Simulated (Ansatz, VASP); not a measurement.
Ir: VASP beside Ansatz

```
Ir
1.0
     1.43895    0.83078    6.95436
    -1.43895    0.83078    6.95436
     0.00000   -1.66156    6.95436
Ir
3
Direct
  0.00000 0.00000 0.00000
  0.22222 0.22222 0.22222
  0.77778 0.77778 0.77778
```

Alike in both runs: task single point; functional PBEsol; k mesh 9 × 9 × 9; occupations gaussian, width 0.1 eV; no spin polarisation.

|  | VASP | Ansatz |
| --- | --- | --- |
| version | VASP 6.6.1 | Ansatz 0.2.0 |
| potentials or method | VASP PAW PBE potentials, release 64 (Ir), cutoff 520 eV | scalar-relativistic, plane waves, PAW |
| valence electrons in the cell | 27 | 51 |

|  | VASP | Ansatz | Ansatz less VASP |
| --- | --- | --- | --- |
| gap on the k mesh at the Fermi level (eV) | none | none | - |
| rms of the force components (eV/Å) | 0.103 | 0.105 | +0.0016 |

VASP's potentials were made for PBE, not for PBEsol. Atom by atom the forces differ by 0.002 eV/Å (rms over components). A gap of «none» marks a metal or a gap that the smearing closes. VASP's potentials hold 27 valence electrons a cell and Ansatz's 51, so a difference there can come from the potentials and not from the codes.

Spin-orbit coupling is off throughout.
